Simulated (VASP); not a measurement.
# NaCl (Fm-3m) in VASP: settings compared, part 2 of 2

VASP 6.6.1. Earlier steps stand in the parts before.

## Step 5: Single point, r2SCAN

This run uses another cell than the first one, of 22.02 Å³/atom.

Input file POSCAR:

```
NaCl
1.0
    0.0000000000      2.8026987877      2.8026987877
    2.8026987877      0.0000000000      2.8026987877
    2.8026987877      2.8026987877      0.0000000000
Na Cl
1 1
Direct
    0.0000000000      0.0000000000      0.0000000000
    0.5000000000      0.5000000000      0.5000000000
```

Input file INCAR.step1:

```
SYSTEM = NaCl
PREC = Accurate
ENCUT = 520
ISMEAR = 0
SIGMA = 0.01
LREAL = .False.
LASPH = .True.
NELM = 100
NBANDS = 14
GGA = PE
ALGO = Normal
EDIFF = 1E-4
LWAVE = .True.
LCHARG = .False.
```

Input file INCAR.step2:

```
SYSTEM = NaCl
PREC = Accurate
ENCUT = 520
EDIFF = 1E-6
ISMEAR = 0
SIGMA = 0.01
LREAL = .False.
LASPH = .True.
NELM = 100
ALGO = Normal
ISIF = 2
LWAVE = .False.
LCHARG = .False.
METAGGA = R2SCAN
LMIXTAU = .True.
NBANDS = 14
ISTART = 1
```

Input file KPOINTS:

```
Automatic mesh
0
Gamma
  6 6 6
  0 0 0
```

Command:

```bash
cat potpaw_PBE.64/Na_pv/POTCAR potpaw_PBE.64/Cl/POTCAR > POTCAR
cp INCAR.step1 INCAR
mpirun -np 1 vasp_std > vasp.out
cp INCAR.step2 INCAR
mpirun -np 1 vasp_std > vasp.out
```

Wall time 66 s (1 thread of AMD EPYC 7R43 (Zen 3), shared host); peak memory 0.13 GiB.

The run converged. Its results:

```
Free energy            : -13.7901 eV
Pressure               : -0.1 GPa
Band gap on the k mesh : 6.00 eV
```

Levels at points of the mesh, in eV from the valence-band top:
```tsv
k point	band 4	band 5	band 6	band 7	band 8	band 9	band 10	band 11
(0.00, 0.00, 0.00)	-13.26	0.00	0.00	0.00	6.00	11.78	11.78	11.78
(0.50, 0.00, 0.00)	-12.90	-1.98	-0.29	-0.29	7.98	11.77	11.81	11.81
(0.50, 0.50, 0.00)	-12.85	-1.73	-0.63	-0.63	8.50	8.60	12.35	16.09
```

Caveat: the PAW data sets were made with another functional, which shifts forces and pressure a little.

## Step 6: Single point, r2SCAN (22.68 Å³/atom)

This run uses another cell than the first one, of 22.68 Å³/atom.

Input file POSCAR:

```
NaCl
1.0
    0.0000000000      2.8304500855      2.8304500855
    2.8304500855      0.0000000000      2.8304500855
    2.8304500855      2.8304500855      0.0000000000
Na Cl
1 1
Direct
    0.0000000000      0.0000000000      0.0000000000
    0.5000000000      0.5000000000      0.5000000000
```

Input file INCAR.step1:

```
PREC = Accurate
ENCUT = 520
ISMEAR = 0
SIGMA = 0.01
LREAL = F
LASPH = T
NELM = 80
NBANDS = 14
GGA = PE
ALGO = Normal
EDIFF = 1E-4
LWAVE = T
LCHARG = F
```

Input file INCAR.step2:

```
PREC = Accurate
ENCUT = 520
EDIFF = 1E-6
ISMEAR = 0
SIGMA = 0.01
LREAL = F
LASPH = T
NELM = 80
ALGO = Normal
ISIF = 2
LWAVE = F
LCHARG = F
METAGGA = R2SCAN
LMIXTAU = T
NBANDS = 14
ISTART = 1
```

Input file KPOINTS:

```
Automatic mesh
0
Gamma
  6 6 6
```

Potentials or basis: VASP PAW PBE potentials, release 64 (Na_pv, Cl).

Command:

```bash
cat potpaw_PBE.64/Na_pv/POTCAR potpaw_PBE.64/Cl/POTCAR > POTCAR
cp INCAR.step1 INCAR
mpirun -np 1 vasp_std > vasp.out
cp INCAR.step2 INCAR
mpirun -np 1 vasp_std > vasp.out
```

OUTCAR:

```text
PREC = Accurate
   ENCUT = 520
   EDIFF = 1E-6
   ISMEAR = 0
   LREAL = F
   LASPH = T
   NELM = 80
   ISIF = 2
   METAGGA = R2SCAN
   ISTART = 1

 ion  position               nearest neighbor table
   1  0.000  0.000  0.000-
   2  0.500  0.500  0.500-

  LATTYP: Found a face centered cubic cell.
 ALAT       =     5.6609001710

  Lattice vectors:

 A1 = (   0.0000000000,   2.8304500855,   2.8304500855)
 A2 = (   2.8304500855,   0.0000000000,   2.8304500855)
 A3 = (   2.8304500855,   2.8304500855,   0.0000000000)

Analysis of symmetry for initial positions (statically):
=====================================================================
 Subroutine PRICEL returns:
 Original cell was already a primitive cell.

 Routine SETGRP: Setting up the symmetry group for a
 face centered cubic supercell.

 Subroutine GETGRP returns: Found 48 space group operations
 (whereof 48 operations were pure point group operations)
 out of a pool of 48 trial point group operations.

The static configuration has the point symmetry O_h .
[... 162 lines left out ...]
      1     -22.7676      2.00000
      2     -22.7672      2.00000
      3     -22.7672      2.00000
      4     -14.4244      2.00000
      5      -1.2275      2.00000
      6      -1.2274      2.00000
      7      -1.2274      2.00000
      8       4.6483      0.00000
      9      10.5220      0.00000
     10      10.5220      0.00000
     11      10.5220      0.00000
     12      12.7573      0.00000
     13      12.7573      0.00000
     14      14.3237      0.00000
[... 241 lines left out ...]
      1     -22.7825      2.00000
      2     -22.7772      2.00000
      3     -22.7761      2.00000
      4     -14.0339      2.00000
      5      -2.6543      2.00000
      6      -2.1330      2.00000
      7      -1.9312      2.00000
      8       8.0437      0.00000
      9       8.2536      0.00000
     10       9.9911      0.00000
     11      11.7131      0.00000
     12      14.9650      0.00000
     13      15.7886      0.00000
     14      15.9971      0.00000

------------------------ aborting loop because EDIFF is reached ----------------------------------------

  FORCE on cell =-STRESS in cart. coord.  units (eV):
  Direction    XX          YY          ZZ          XY          YZ          ZX
  --------------------------------------------------------------------------------------
  -------------------------------------------------------------------------------------
  Total       -0.2693202     -0.2693202     -0.2693202      0.0000000      0.0000000     -0.0000000
  in kB       -9.5144364     -9.5144364     -9.5144364      0.0000000      0.0000000     -0.0000000
  external PRESSURE =      -9.5144364 kB  Pullay stress =       0.0000000 kB

 VOLUME and BASIS-vectors are now :
 -----------------------------------------------------------------------------
  energy-cutoff  :      520.00
  volume of cell :       45.35
      direct lattice vectors                 reciprocal lattice vectors
     0.000000000  2.830450085  2.830450085    -0.176650351  0.176650351  0.176650351
     2.830450085  0.000000000  2.830450085     0.176650351 -0.176650351  0.176650351
     2.830450085  2.830450085  0.000000000     0.176650351  0.176650351 -0.176650351

 POSITION                                       TOTAL-FORCE (eV/Angst)
 -----------------------------------------------------------------------------------
      0.00000      0.00000      0.00000         0.000000      0.000000     -0.000000
      2.83045      2.83045      2.83045        -0.000000     -0.000000      0.000000
 -----------------------------------------------------------------------------------
    total drift:                               -0.000000      0.000000      0.000000

  FREE ENERGIE OF THE ION-ELECTRON SYSTEM (eV)
  ---------------------------------------------------
  free  energy   TOTEN  =       -13.7854871555 eV

  energy  without entropy=      -13.7854871555  energy(sigma->0) =      -13.78548716
```

OSZICAR.step1:

```text
N       E                     dE             d eps       ncg     rms          rms(c)
DAV:   1     0.996325358820E+02    0.99633E+02   -0.72958E+03   448   0.103E+03
DAV:   2     0.104542823342E+01   -0.98587E+02   -0.91454E+02   496   0.266E+02
DAV:   3    -0.684257196684E+01   -0.78880E+01   -0.78331E+01   562   0.697E+01
DAV:   4    -0.697391157376E+01   -0.13134E+00   -0.13127E+00   544   0.995E+00
DAV:   5    -0.697683240675E+01   -0.29208E-02   -0.29207E-02   568   0.148E+00    0.215E+00
DAV:   6    -0.678239708962E+01    0.19444E+00   -0.32807E-01   550   0.327E+00    0.160E+00
DAV:   7    -0.677082333733E+01    0.11574E-01   -0.81861E-02   612   0.163E+00    0.109E+00
DAV:   8    -0.677660356352E+01   -0.57802E-02   -0.10230E-02   508   0.857E-01    0.300E-01
DAV:   9    -0.677649049654E+01    0.11307E-03   -0.21931E-04   568   0.113E-01    0.167E-01
DAV:  10    -0.677661946020E+01   -0.12896E-03   -0.35058E-04   502   0.141E-01    0.742E-02
DAV:  11    -0.677660671058E+01    0.12750E-04   -0.20456E-05   362   0.417E-02
   1 F= -.67766067E+01 E0= -.67766067E+01  d E =-.110333E-61
```

It took 78 s on 1 thread of AMD EPYC 7R43 (Zen 3), shared host; peak memory 0.14 GiB.

What came out:

| Property | Result |
| --- | --- |
| Free energy | -13.7855 eV |
| Pressure | -1.0 GPa |
| Band gap on the k mesh | 5.88 eV |

Levels at points of the mesh, in eV from the valence-band top:
| k point | band 5 | band 6 | band 7 | band 8 | band 9 | band 10 |
| --- | --- | --- | --- | --- | --- | --- |
| (0.00, 0.00, 0.00) | 0.00 | 0.00 | 0.00 | 5.88 | 11.75 | 11.75 |
| (0.50, 0.00, 0.00) | -1.89 | -0.27 | -0.27 | 7.92 | 11.52 | 11.74 |
| (0.50, 0.50, 0.00) | -1.65 | -0.60 | -0.60 | 8.41 | 8.62 | 12.12 |

Caveat: the PAW data sets were made with another functional, which shifts forces and pressure a little.

## Step 7: The runs side by side

| level | cell | gap on the mesh (eV) | pressure (GPa) |
| --- | --- | --- | --- |
| PBE | a = 4.106 Å, angles 60.0°, 2 atoms | 4.79 | -1.2 |
| r2SCAN | a = 3.883 Å, angles 60.0°, 2 atoms | 6.27 | 1.7 |
| r2SCAN | a = 3.924 Å, angles 60.0°, 2 atoms | 6.13 | 0.8 |
| r2SCAN | a = 3.964 Å, angles 60.0°, 2 atoms | 6.00 | -0.1 |
| r2SCAN | a = 4.003 Å, angles 60.0°, 2 atoms | 5.88 | -1.0 |

Alike in all rows: task single point; potentials or basis VASP PAW PBE potentials, release 64 (Na_pv, Cl); no spin polarisation; k mesh 6 × 6 × 6; cutoff (eV) 520; smearing gaussian 0.01 eV.

Caveats: the PAW data sets were made with another functional, which shifts forces and pressure a little (at least some runs).

Absolute energies hang on the potentials; compare differences alone.
